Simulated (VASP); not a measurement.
Wanted: the native input for a VASP 6.6.1 run.

- Task: single point
- Functional: r2SCAN
- Potentials or basis: VASP PAW PBE potentials, release 64 (Si, C)
- Cutoff: 520 eV
- k mesh: 12 × 12 × 12
- Occupations: gaussian, width 0.05 eV
- Spin: no spin polarisation
- Dipole correction: no
- Further INCAR settings: ALGO = Normal; EDIFF = 1e-06; NBANDS = 11

Crystal: SiC.

```
Si C
1.0
     0.00000    2.00008    2.26096
     2.00008    0.00000    2.26096
     2.00008    2.00008    0.00000
Si C
1 1
Direct
  0.00000 0.00000 0.00000
  0.75000 0.75000 0.75000
```

This cell differs from its parent crystal: strain -0.080 along x and y, +0.040 along z.

One way to write it, as run:

POSCAR

```
SiC
1.0
    0.0000000000      2.0000800000      2.2609600000
    2.0000800000      0.0000000000      2.2609600000
    2.0000800000      2.0000800000      0.0000000000
Si C
1 1
Direct
    0.0000000000      0.0000000000      0.0000000000
    0.7500000000      0.7500000000      0.7500000000
```

INCAR.step1

```
ALGO = Normal
EDIFF = 1E-4
ENCUT = 520
GGA = PE
ISMEAR = 0
LASPH = True
LCHARG = False
LREAL = False
LWAVE = True
NBANDS = 11
NELM = 80
PREC = Accurate
SIGMA = 0.05
```

INCAR.step2

```
ALGO = Normal
EDIFF = 1E-6
ENCUT = 520
ISIF = 2
ISMEAR = 0
ISTART = 1
LASPH = True
LCHARG = True
LELF = True
LMIXTAU = True
LREAL = False
LVHAR = True
LWAVE = False
METAGGA = R2SCAN
NBANDS = 11
NELM = 80
PREC = Accurate
SIGMA = 0.05
```

KPOINTS

```
k-points
0
Gamma
  12 12 12
```

Potentials or basis: VASP PAW PBE potentials, release 64 (Si, C).

Run with:

```console
$ cat potpaw_PBE.64/Si/POTCAR potpaw_PBE.64/C/POTCAR > POTCAR
$ cp INCAR.step1 INCAR
$ mpirun -np 1 vasp_std > vasp.out
$ cp INCAR.step2 INCAR
$ mpirun -np 1 vasp_std > vasp.out
```

Results of the run:

- Pressure: 37.3 GPa
- Band gap on the k mesh: 0.84 eV, indirect (least direct gap 5.08 eV)

Caveat: the cell differs from its parent crystal (strain -0.080 along x and y, +0.040 along z); the PAW data sets were made with another functional, which shifts forces and pressure a little.

Run time: 84 s on 1 thread of Intel(R) Xeon(R) Platinum 8488C (Sapphire Rapids), with other jobs on the host, peak memory 0.15 GiB.
